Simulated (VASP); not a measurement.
GaSb: single point with LDA

GaSb:

```
Ga Sb
1.0
    -1.62656    2.65618    2.97273
     1.62656   -2.65618    2.97273
     1.62656    2.65618   -2.97273
Ga Sb
1 1
Cartesian
  0.0000 0.0000 0.0000
  0.0000 0.0000 2.9727
```

```yaml
Program: VASP 6.6.1
Task: single point
Functional: LDA
Potentials_or_basis: VASP PAW LDA potentials, release 64 (Ga_d, Sb)
Cutoff: 520 eV
k_mesh: 18 × 18 × 18
Occupations: gaussian, width 0.15 eV
Spin: no spin polarisation
Dipole_correction: no
Further_INCAR_settings: ALGO = Fast; EDIFF = 1e-06; NBANDS = 16
```

The pressure is -6.8 GPa and the band gap on the k mesh is zero (bands 9 and 10 overlap by 4.64 eV).

Stress tensor (GPa, compression positive):
```
-6.13  0.00  0.00
 0.00 -6.65  0.00
 0.00  0.00 -7.66
```

Levels at points of the mesh, in eV from the Fermi level:
```csv
k point,band 6,band 7,band 8,band 9,band 10,band 11,band 12,band 13
"(0.00, 0.00, 0.00)",-11.46,-3.13,-1.90,-1.24,3.73,4.35,5.69,7.25
"(0.50, 0.00, 0.00)",-10.13,-7.60,-0.09,1.52,2.23,2.92,3.93,6.15
"(0.00, 0.50, 0.00)",-8.14,-5.88,-1.65,-0.24,-0.14,1.20,2.36,3.33
"(0.50, 0.50, 0.00)",-8.08,-4.60,-3.38,-1.96,-1.60,3.44,4.14,6.48
"(0.50, 0.50, 0.50)",-9.26,-5.58,-4.64,-4.27,2.50,6.42,9.05,9.16
```

It took 12 min on 1 thread of Oxide Virtual Turin-like Processor, on a shared host, peak memory 0.74 GiB.

Caveat: the cell stands under tension; spin-orbit coupling is left out, which moves the levels of the heavy elements.
